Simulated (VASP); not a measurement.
A run of VASP 6.6.1 is set up as follows.

INCAR

```
SYSTEM = C
PREC = Accurate
ENCUT = 600
EDIFF = 1E-6
ISMEAR = 0
SIGMA = 0.1
LREAL = .False.
LASPH = .True.
NELM = 60
ALGO = Normal
ISIF = 3
LWAVE = .False.
LCHARG = .False.
GGA = PE
IBRION = 2
NSW = 90
EDIFFG = -0.04
```

File KPOINTS:

```
Automatic mesh
0
Gamma
  8 12 8
  0 0 0
```

POSCAR

```
C
1.0
    2.0266764400      0.0000000000      0.0000000000
    0.0000000000      1.3614597500      0.0000000000
   -0.8771826400      0.0000000000      2.3216331700
C
1
Direct
    0.5000000000      0.0000000000      0.0000000000
```

Potentials or basis: VASP PAW PBE potentials, release 64 (C).

Launch:

```console
$ cat potpaw_PBE.64/C/POTCAR > POTCAR
$ mpirun -np 1 vasp_std > vasp.out
```

Estimate the relaxed cell.

a = 2.907 Å, b = 1.283 Å, c = 3.153 Å, α = 90.00°, β = 115.09°, γ = 90.00°.

What does it give for the relaxed volume?

10.65 Å³/atom.

Estimate the space group after relaxing (to 0.05 Å).

P2/m (No. 10).

Final structure:
```
CELL_PARAMETERS angstrom
2.90676 0.00000 -0.03375
0.00000 1.28344 0.00000
-1.30393 0.00000 2.87088
ATOMIC_POSITIONS crystal
C 0.50000 0.00000 0.00000
```

Caveat: the k points lie up to 0.41 Å⁻¹ apart in the final cell; the volume moved by over 15 % at a fixed basis, so the end points are rough.
